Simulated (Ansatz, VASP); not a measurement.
One calculation of Si2Mo, two programs

```
Si Mo
1.0
     4.58402    0.00000    0.00000
    -2.29201    3.96988    0.00000
     0.00000    0.00000    6.57707
Si Mo
6 3
Cartesian
  -1.1653 3.3194 5.4809
  1.1267 0.6505 1.0962
  2.2920 2.6688 3.2885
  3.4573 0.6505 5.4809
  1.1653 3.3194 1.0962
  0.0000 1.3010 3.2885
  2.2920 0.0000 3.2885
  -1.1460 1.9849 1.0962
  1.1460 1.9849 5.4809
```

Alike in both runs: task single point; functional PBE; k mesh 6 × 6 × 4; occupations fermi-dirac, width 0.02 eV; no spin polarisation.

|  | VASP | Ansatz |
| --- | --- | --- |
| version | VASP 6.6.1 | Ansatz 0.2.0 |
| potentials or method | VASP PAW PBE potentials, release 64 (Si, Mo_sv) | plane waves, PAW |
| plane-wave cutoff (eV) | 520 | 420 |
| valence electrons in the cell | 66 | 66 |

```csv
,VASP,Ansatz,Ansatz less VASP
pressure (GPa),3.9,3.8,-0.16
"traceless stress, the component that is largest in VASP (GPa)",-0.06,-0.05,+0.015
rms of the force components (eV/Å),0.003,0.005,+0.0022
```

Atom by atom the forces differ by 0.002 eV/Å (rms over components).
